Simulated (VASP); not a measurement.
Runs of VASP 6.6.1 on SnO2. The structure is that of space group P4_2/mnm (No. 136), or close to it. The cells are those of the table. 

| cell | k mesh | smearing | gap on the mesh (eV) | pressure (GPa) | largest force (eV/Å) |
| --- | --- | --- | --- | --- | --- |
| a = 4.760, b = 4.760, c = 3.137 Å, 6 atoms | 6 × 6 × 8 | gaussian 0.02 eV | 2.08 | 6.5 | 0.04 |
| a = 4.760, b = 4.760, c = 3.073 Å, 6 atoms | 6 × 6 × 8 | gaussian 0.02 eV | (b) | (c) | 0.05 |
| a = 5.046, b = 5.046, c = 3.097 Å, 6 atoms | 6 × 6 × 8 | gaussian 0.02 eV | 1.33 | (a) | 0.07 |
| a = 4.760, b = 4.760, c = 3.201 Å, 6 atoms | 6 × 6 × 10 | gaussian 0.05 eV | 1.79 | 1.1 | 0.03 |
| a = 4.760, b = 4.760, c = 3.201 Å, 6 atoms | 6 × 6 × 8 | gaussian 0.02 eV | 1.79 | 1.1 | 0.03 |

Alike in all rows: task single point; level r2SCAN; potentials or basis VASP PAW PBE potentials, release 64 (Sn_d, O); no spin polarisation; cutoff (eV) 520.

**Question.** Fill in the values left out.

**Answer.** (a) -8.8; (b) 2.36; (c) 12.5.

Caveats: the PAW data sets were made with another functional, which shifts forces and pressure a little; spin-orbit coupling is left out, which moves the levels of the heavy elements.

A k mesh can miss the band edges, and the runs leave out spin-orbit coupling on Sn.
